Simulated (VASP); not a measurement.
# RbSi8 (Amm2) in VASP: single point with PBE

Aim: the single point of RbSi8 with PBE.

Program: VASP 6.6.1. These are calculated values, not measurements. Logs are shortened: lines on timing, memory, paths and dates and some standing lists are left out, and cuts for length are marked.

## Step 1: The cell of the first run

The typed cell holds 9 atoms: a = 6.403 Å, b = 5.607 Å, c = 5.607 Å, α = 110.60°, β = 90.00°, γ = 90.00°.

The cell was built from a structure type or drawn by symmetry, and may not be a known phase.

## Step 2: Single point, PBE

Input file INCAR:

```
  ALGO = Normal
  EDIFF = 1E-7
  ENCUT = 520
  GGA = PE
  ISIF = 2
  ISMEAR = 0
  LASPH = T
  LCHARG = F
  LREAL = F
  LWAVE = F
  NBANDS = 30
  NELM = 100
  PREC = Accurate
  SIGMA = 0.1
```

Input file KPOINTS:

```
k-points
0
Gamma
  4 4 4
```

Input file POSCAR:

```
RbSi8
1.0
    6.4027890314      0.0000000000      0.0000000000
    0.0000000000      4.6096324516      3.1920809301
    0.0000000000     -4.6096324516      3.1920809301
Rb Si
1 8
Direct
    0.5000000000      0.9524237235      0.9524237235
    0.2403168587      0.4524339932     -0.0475882935
    0.7596831413     -0.0475882935      0.4524339932
    0.2403168587     -0.0475882935      0.4524339932
    0.7596831413      0.4524339932     -0.0475882935
    0.0000000000      0.8199909923      0.0850509916
    0.0000000000      0.0850509916      0.8199909923
    0.5000000000      0.3192489977      0.5854713355
    0.5000000000      0.5854713355      0.3192489977
```

Potentials or basis: VASP PAW PBE potentials, release 64 (Rb_sv, Si).

Run with:

```bash
$ cat potpaw_PBE.64/Rb_sv/POTCAR potpaw_PBE.64/Si/POTCAR > POTCAR
$ mpirun -np 1 vasp_std > vasp.out
```

OUTCAR:

```text
EDIFF = 1E-7
   ENCUT = 520
   GGA = PE
   ISIF = 2
   ISMEAR = 0
   LASPH = T
   LREAL = F
   NELM = 100
   PREC = Accurate

 ion  position               nearest neighbor table
   1  0.500  0.952  0.952-   2 3.26   3 3.26   4 3.26   5 3.26   2 3.26   5 3.26   3 3.26   4 3.26
                             8 3.38   9 3.38   9 3.42   8 3.42   9 3.42   8 3.42   6 3.43   7 3.43
   2  0.240  0.452  0.952-   7 2.47   6 2.47   9 2.54   8 2.54   5 3.08   1 3.26   1 3.26
   3  0.760  0.952  0.452-   6 2.47   7 2.47   8 2.54   9 2.54   4 3.08   1 3.26   1 3.26
   4  0.240  0.952  0.452-   6 2.47   7 2.47   8 2.54   9 2.54   3 3.08   1 3.26   1 3.26
   5  0.760  0.452  0.952-   7 2.47   6 2.47   9 2.54   8 2.54   2 3.08   1 3.26   1 3.26
   6  0.000  0.820  0.085-   7 2.44   4 2.47   3 2.47   5 2.47   2 2.47   1 3.43   1 3.43
   7  0.000  0.085  0.820-   6 2.44   5 2.47   2 2.47   3 2.47   4 2.47   1 3.43   1 3.43
   8  0.500  0.319  0.585-   9 2.45   4 2.54   3 2.54   5 2.54   2 2.54   1 3.38   1 3.42   1 3.42

   9  0.500  0.585  0.319-   8 2.45   5 2.54   2 2.54   3 2.54   4 2.54   1 3.38   1 3.42   1 3.42

  LATTYP: Found a base centered orthorhombic cell.
 ALAT       =     6.3841618602
 B/A-ratio  =     1.4440838289
 C/A-ratio  =     1.0029177160

  Lattice vectors:

 A1 = (   0.0000000000,   4.6096324516,   3.1920809301)
 A2 = (   0.0000000000,  -4.6096324516,   3.1920809301)
 A3 = (   6.4027890314,   0.0000000000,   0.0000000000)

Analysis of symmetry for initial positions (statically):
=====================================================================
 Subroutine PRICEL returns:
 Original cell was already a primitive cell.

 Routine SETGRP: Setting up the symmetry group for a
 base centered orthorhombic supercell.

 Subroutine GETGRP returns: Found  4 space group operations
 (whereof  4 operations were pure point group operations)
 out of a pool of  8 trial point group operations.

The static configuration has the point symmetry C_2v.

Analysis of symmetry for dynamics (positions and initial velocities):
=====================================================================
 Subroutine PRICEL returns:
 Original cell was already a primitive cell.

 Routine SETGRP: Setting up the symmetry group for a
 base centered orthorhombic supercell.

 Subroutine GETGRP returns: Found  4 space group operations
 (whereof  4 operations were pure point group operations)
 out of a pool of  8 trial point group operations.

The dynamic configuration has the point symmetry C_2v.

 Subroutine INISYM returns: Found  4 space group operations
 (whereof  4 operations are pure point group operations),
 and found     1 'primitive' translations

----------------------------------------------------------------------------------------

                                     Primitive cell

  volume of cell :     188.4254

  direct lattice vectors                    reciprocal lattice vectors
     6.402789031  0.000000000  0.000000000     0.156181938  0.000000000  0.000000000
     0.000000000  4.609632452  3.192080930     0.000000000  0.108468518  0.156637633
     0.000000000 -4.609632452  3.192080930     0.000000000 -0.108468518  0.156637633

  length of vectors
     6.402789031  5.606968165  5.606968165     0.156181938  0.190527603  0.190527603

  position of ions in fractional coordinates (direct lattice)
     0.500000000  0.952423723  0.952423723
     0.240316859  0.452433993  0.952411707
     0.759683141  0.952411707  0.452433993
     0.240316859  0.952411707  0.452433993
     0.759683141  0.452433993  0.952411707
     0.000000000  0.819990992  0.085050992
     0.000000000  0.085050992  0.819990992
     0.500000000  0.319248998  0.585471336
     0.500000000  0.585471336  0.319248998

  ion indices of the primitive-cell ions
   primitive index   ion index
                 1           1
                 2           2
                 3           3
                 4           4
                 5           5
                 6           6
                 7           7
                 8           8
                 9           9

----------------------------------------------------------------------------------------

 KPOINTS: k-points

Automatic generation of k-mesh.
 Grid dimensions read from file:
 generate k-points for:    4    4    4

 Generating k-lattice:

  Cartesian coordinates                     Fractional coordinates (reciprocal lattice)
     0.039045485  0.000000000  0.000000000     0.250000000  0.000000000  0.000000000
     0.000000000  0.027117129  0.039159408     0.000000000  0.250000000 -0.000000000
     0.000000000 -0.027117129  0.039159408     0.000000000 -0.000000000  0.250000000

  Length of vectors
     0.039045485  0.047631901  0.047631901

  Shift w.r.t. Gamma in fractional coordinates (k-lattice)
     0.000000000  0.000000000  0.000000000

 Subroutine IBZKPT returns following result:
 ===========================================

 Found     21 irreducible k-points:

 Following reciprocal coordinates:
            Coordinates               Weight
  0.000000  0.000000  0.000000      1.000000
  0.250000  0.000000  0.000000      2.000000
  0.500000  0.000000  0.000000      1.000000
  0.000000  0.250000  0.000000      4.000000
  0.250000  0.250000  0.000000      8.000000
  0.500000  0.250000  0.000000      4.000000
[... 13 lines left out ...]
  0.250000  0.500000  0.500000      2.000000
  0.500000  0.500000  0.500000      1.000000
   k-points           NKPTS =     21   k-points in BZ     NKDIM =     21   number of bands    NBANDS=     30
   number of dos      NEDOS =    301   number of ions     NIONS =      9
   total plane-waves  NPLWV =  84672
   dimension x,y,z NGX =    48 NGY =   42 NGZ =   42
   dimension x,y,z NGXF=    96 NGYF=   84 NGZF=   84
   ions per type =               1   8
   NGX,Y,Z   is equivalent  to a cutoff of  12.46, 12.45, 12.45 a.u.
   NGXF,Y,Z  is equivalent  to a cutoff of  24.93, 24.91, 24.91 a.u.
 SYSTEM =  unknown system
   PREC   = accura    normal or accurate (medium, high low for compatibility)
   ISTART =      0    job   : 0-new  1-cont  2-samecut
   ICHARG =      2    charge: 1-file 2-atom 10-const
   ISPIN  =      1    spin polarized calculation?
   LNONCOLLINEAR =      F non collinear calculations
   LSORBIT =      F    spin-orbit coupling
   LASPH  =      T    aspherical Exc in radial PAW
   ENCUT  =  520.0 eV  38.22 Ry    6.18 a.u.  11.90 10.43 10.43*2*pi/ulx,y,z
   NELM   =    100;   NELMIN=  2; NELMDL= -5     # of ELM steps
   EDIFF  = 0.1E-06   stopping-criterion for ELM
   LREAL  =      F    real-space projection
   EDIFFG = 0.1E-05   stopping-criterion for IOM
   NSW    =      0    number of steps for IOM
   IBRION =     -1    ionic relax: 0-MD 1-quasi-New 2-CG
   NFREE  =      0    steps in history (QN), initial steepest desc. (CG)
   ISIF   =      2    stress and relaxation
   ISYM   =      2    0-nonsym 1-usesym 2-fastsym
   POTIM  = 0.5000    time-step for ionic-motion
   TEBEG  =    0.0;   TEEND  =   0.0 temperature during run
   PSTRESS=    0.0 pullay stress
   NELECT =      41.0000    total number of electrons
   NUPDOWN=      -1.0000    fix difference up-down
   EMIN   =  10.00;   EMAX   =-10.00  energy-range for DOS
   EFERMI =   0.00;   METHOD = LEGACY
   ISMEAR =     0;   SIGMA  =   0.10  broadening in eV -4-tet -1-fermi 0-gaus
   EFERMI_NEDOS =   21; number of points for ismear=-14 and -15
   IALGO  =     38    algorithm
   IMIX   =      4    mixing-type and parameters
     AMIX     =   0.40;   BMIX     =  1.00
     AMIX_MAG =   1.60;   BMIX_MAG =  1.00
  volume/ion in A,a.u.               =      20.94       141.28
  Fermi-wavevector in a.u.,A,eV,Ry     =   0.984668  1.860752 13.191805  0.969570
  Thomas-Fermi vector in A             =   2.115917
   LORBIT       =      0    0 simple, 1 ext, 2 COOP (PROOUT), +10 PAW based schemes
   GGA     = PE    functional components
   LHFCALC =     F    Hartree Fock is set to
   AEXX    =    0.0000 exact exchange contribution
   IVDW    =     0    specifies the selected vdW correction
   LEPSILON=     F    determine dielectric tensor
   LRPA    =     F    only Hartree local field effects (RPA)
 non-spin polarized calculation
 Gauss-broadening in eV      SIGMA  =   0.10
  energy-cutoff  :      520.00
  volume of cell :      188.43
 maximum number of plane-waves:      5100
 NGX is ok and might be reduce to    48
   NGX = 23   NGY = 21   NGZ = 21

 number of electron      41.0000005 magnetization

 Free energy of the ion-electron system (eV)
  ---------------------------------------------------
  ext. energy  EPLUGINS =         0.00000000
  ---------------------------------------------------
  free energy    TOTEN  =       -41.52411715 eV

  energy without entropy =      -41.50967131  energy(sigma->0) =      -41.51689423

 E-fermi :   5.7291     XC(G=0):  -9.4067

 val. band max:        5.7143278501   @ k =   0.5000   0.5000   0.2500
 cond. band min:       5.7571693242   @ k =   0.0000  -0.2500   0.2500
 fundamental gap:      0.0428414741
 Fermi energy:         5.7291252987

 k-point     1 :       0.0000    0.0000    0.0000
  band No.  band energies     occupation
      1     -21.3559      2.00000
      2      -6.4370      2.00000
      3      -5.9168      2.00000
      4      -5.9011      2.00000
      5      -5.7211      2.00000
      6      -3.7937      2.00000
[... 22 lines left out ...]
     29       9.0563      0.00000
     30       9.0601      0.00000

 k-point     2 :       0.2500    0.0000    0.0000
  band No.  band energies     occupation
      1     -21.3558      2.00000
      2      -6.4728      2.00000
      3      -5.9047      2.00000
      4      -5.7475      2.00000
      5      -5.7196      2.00000
      6      -4.3653      2.00000
[... 22 lines left out ...]
     29       9.1895      0.00000
     30       9.3069      0.00000

 k-point     3 :       0.5000    0.0000    0.0000
  band No.  band energies     occupation
      1     -21.3557      2.00000
      2      -6.5060      2.00000
      3      -5.8924      2.00000
      4      -5.7180      2.00000
      5      -5.4817      2.00000
      6      -4.8785      2.00000
[... 22 lines left out ...]
     29       9.0567      0.00000
     30       9.2186      0.00000

 k-point     4 :       0.0000    0.2500    0.0000
  band No.  band energies     occupation
      1     -21.3551      2.00000
      2      -6.4913      2.00000
      3      -5.8640      2.00000
      4      -5.8481      2.00000
      5      -5.6463      2.00000
      6      -3.8642      2.00000
[... 22 lines left out ...]
     29       9.0342      0.00000
     30       9.2649      0.00000

 k-point     5 :       0.2500    0.2500    0.0000
  band No.  band energies     occupation
      1     -21.3550      2.00000
      2      -6.4330      2.00000
      3      -6.0901      2.00000
      4      -5.8093      2.00000
      5      -5.3501      2.00000
      6      -4.0932      2.00000
[... 22 lines left out ...]
     29       9.5732      0.00000
     30       9.8728      0.00000
[... 427 lines left out ...]
     29       9.2984      0.00000
     30       9.6749      0.00000

 k-point    19 :       0.0000    0.5000    0.5000
  band No.  band energies     occupation
      1     -21.3532      2.00000
      2      -6.8013      2.00000
      3      -5.8914      2.00000
      4      -5.7739      2.00000
      5      -4.7977      2.00000
      6      -3.8297      2.00000
[... 22 lines left out ...]
     29       9.1050      0.00000
     30       9.2318      0.00000

 k-point    20 :       0.2500    0.5000    0.5000
  band No.  band energies     occupation
      1     -21.3531      2.00000
      2      -6.6882      2.00000
      3      -5.8798      2.00000
      4      -5.8718      2.00000
      5      -4.9657      2.00000
      6      -3.6280      2.00000
[... 22 lines left out ...]
     29       8.7167      0.00000
     30       8.7747      0.00000

 k-point    21 :       0.5000    0.5000    0.5000
  band No.  band energies     occupation
      1     -21.3530      2.00000
      2      -6.5415      2.00000
      3      -5.9566      2.00000
      4      -5.8681      2.00000
      5      -5.2013      2.00000
      6      -3.7747      2.00000
[... 22 lines left out ...]
     29       8.6524      0.00000
     30       9.2296      0.00000

------------------------ aborting loop because EDIFF is reached ----------------------------------------

  FORCE on cell =-STRESS in cart. coord.  units (eV):
  Direction    XX          YY          ZZ          XY          YZ          ZX
  --------------------------------------------------------------------------------------
  -------------------------------------------------------------------------------------
  Total       -0.0648354      0.3410800      0.0375786      0.0000000      0.0000000      0.0000000
  in kB       -0.5512939      2.9001969      0.3195302      0.0000000      0.0000000      0.0000000
  external PRESSURE =       0.8894778 kB  Pullay stress =       0.0000000 kB

 VOLUME and BASIS-vectors are now :
 -----------------------------------------------------------------------------
  energy-cutoff  :      520.00
  volume of cell :      188.43
      direct lattice vectors                 reciprocal lattice vectors
     6.402789031  0.000000000  0.000000000     0.156181938  0.000000000  0.000000000
     0.000000000  4.609632452  3.192080930     0.000000000  0.108468518  0.156637633
     0.000000000 -4.609632452  3.192080930     0.000000000 -0.108468518  0.156637633

 POSITION                                       TOTAL-FORCE (eV/Angst)
 -----------------------------------------------------------------------------------
      3.20139      0.00000      6.08043         0.000000      0.000000     -0.001021
      1.53870     -2.30471      4.48438        -0.001381      0.001420      0.000928
      4.86409      2.30471      4.48438         0.001381     -0.001420      0.000928
      1.53870      2.30471      4.48438        -0.001381     -0.001420      0.000928
      4.86409     -2.30471      4.48438         0.001381      0.001420      0.000928
      0.00000      3.38780      2.88897         0.000000      0.036717     -0.003195
      0.00000     -3.38780      2.88897         0.000000     -0.036717     -0.003195
      3.20139     -1.22719      2.88794         0.000000      0.017856      0.001850
      3.20139      1.22719      2.88794         0.000000     -0.017856      0.001850
 -----------------------------------------------------------------------------------
    total drift:                                0.000000     -0.000000     -0.000012

  FREE ENERGIE OF THE ION-ELECTRON SYSTEM (eV)
  ---------------------------------------------------
  free  energy   TOTEN  =       -41.5241171484 eV

  energy  without entropy=      -41.5096713126  energy(sigma->0) =      -41.51689423
```

It took 3.4 min on 1 thread of Intel Xeon 8259CL, shared host; peak memory 0.32 GiB.

What came out:

```yaml
Free_energy: -41.5241 eV
Pressure: 0.1 GPa
Largest_force: 0.037 eV/Å
Band_gap_on_the_k_mesh: zero (an odd number of electrons rules out a gap without spin polarisation)
```

Forces in eV/Å, atoms in the order of the input:
```
Rb   0.000  0.000 -0.001
Si  -0.001  0.001  0.001
Si   0.001 -0.001  0.001
Si  -0.001 -0.001  0.001
Si   0.001  0.001  0.001
Si   0.000  0.037 -0.003
Si   0.000 -0.037 -0.003
Si   0.000  0.018  0.002
Si   0.000 -0.018  0.002
```

Stress tensor (GPa, compression positive):
```
-0.06  0.00  0.00
 0.00  0.29  0.00
 0.00  0.00  0.03
```
